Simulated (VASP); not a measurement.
Write the native input for VASP 6.6.1 that does the following.

| Quantity | Value |
| --- | --- |
| Task | single point |
| Functional | PBE |
| Potentials or basis | VASP PAW PBE potentials, release 64 (Sc_sv, Ga_d, N) |
| Cutoff | 520 eV |
| k mesh | 4 × 4 × 2 |
| Occupations | gaussian, width 0.15 eV |
| Spin | no spin polarisation |
| Dipole correction | no |
| Further INCAR settings | ALGO = Normal; EDIFF = 1e-06; NBANDS = 39 |

The structure of ScGa3N2 lies in POSCAR:

```
ScGa3N2
1.0
    3.1982303362      0.0000000024      0.0000000000
   -1.5991151702      2.7697487171      0.0000000000
    0.0000000000      0.0000000000     10.5588163387
Sc Ga N
1 3 2
Direct
    0.3333333333      0.6666666667      0.6962314211
    0.0000000000      0.0000000000      0.2354249432
    0.6666666667      0.3333333333      0.4854694680
    0.3333333333      0.6666666667      0.9808389993
    0.0000000000      0.0000000000      1.0509858790
    0.6666666667      0.3333333333      0.3010492594
```

The cell was generated, and may not be a known phase.

These files were run (other wordings do the same):

INCAR

```
SYSTEM = ScGa3N2
PREC = Accurate
ENCUT = 520
EDIFF = 1E-6
ISMEAR = 0
SIGMA = 0.15
LREAL = .FALSE.
LASPH = .TRUE.
NELM = 80
ALGO = Normal
ISIF = 2
LWAVE = .FALSE.
LCHARG = .FALSE.
GGA = PE
NBANDS = 39
```

KPOINTS

```
regular mesh
0
G
  4 4 2
  0 0 0
```

Potentials or basis: VASP PAW PBE potentials, release 64 (Sc_sv, Ga_d, N).

Run with:

```sh
$ cat potpaw_PBE.64/Sc_sv/POTCAR potpaw_PBE.64/Ga_d/POTCAR potpaw_PBE.64/N/POTCAR > POTCAR
$ mpirun -np 1 vasp_std > vasp.out
```

Results of the run:

```yaml
Pressure: 0.1 GPa
Largest_force: 0.014 eV/Å
Band_gap_on_the_k_mesh: 0.11 eV (least direct gap 0.38 eV)
```

Caveat: the k points lie up to 0.57 Å⁻¹ apart; semilocal functionals underestimate gaps, and a narrow one can read as zero.

Wall time 42 s on 1 thread of Intel(R) Xeon(R) Platinum 8488C (Sapphire Rapids), with other jobs on the host, peak memory 0.2 GiB.
